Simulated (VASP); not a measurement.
Set up this calculation in VASP 6.6.1, as the native input.

```yaml
Task: single point
Functional: PBE
Dispersion: D4
Potentials_or_basis: VASP PAW PBE potentials, release 64 (Pb_d, S)
Cutoff: 520 eV
k_mesh: 6 × 6 × 6
Occupations: fermi-dirac, width 0.02 eV
Spin: no spin polarisation
Dipole_correction: no
Further_INCAR_settings: ALGO = Normal; EDIFF = 1e-06; NBANDS = 17
```

The structure of PbS lies in POSCAR:

```
PbS
1.0
    2.0989288596      1.2118171421      3.4276037506
   -2.0989288596      1.2118171421      3.4276037506
    0.0000000000     -2.4236342842      3.4276037506
Pb S
1 1
Direct
    0.9781466771      0.9781466771      0.9781466771
    0.4774546529      0.4774546529      0.4774546529
```

These files were run (other wordings do the same):

INCAR

```
PREC = Accurate
ENCUT = 520
EDIFF = 1E-6
ISMEAR = -1
SIGMA = 0.02
LREAL = F
LASPH = T
NELM = 100
ALGO = Normal
ISIF = 2
LWAVE = F
LCHARG = F
GGA = PE
IVDW = 13
NBANDS = 17
```

KPOINTS

```
Automatic mesh
0
Gamma
  6 6 6
```

Potentials or basis: VASP PAW PBE potentials, release 64 (Pb_d, S).

The run is started by

```sh
$ cat potpaw_PBE.64/Pb_d/POTCAR potpaw_PBE.64/S/POTCAR > POTCAR
$ mpirun -np 1 vasp_std > vasp.out
```

Results of the run:

* Pressure: -0.1 GPa
* Band gap on the k mesh: 0.38 eV
* Dispersion energy per atom: -0.378 eV

Caveat: spin-orbit coupling is left out, which moves the levels of the heavy elements.

Run time: 21 s on 1 thread of Intel(R) Xeon(R) Platinum 8259CL CPU @ 2.50GHz (Skylake/Cascade Lake), on a shared host, peak memory 0.19 GiB.
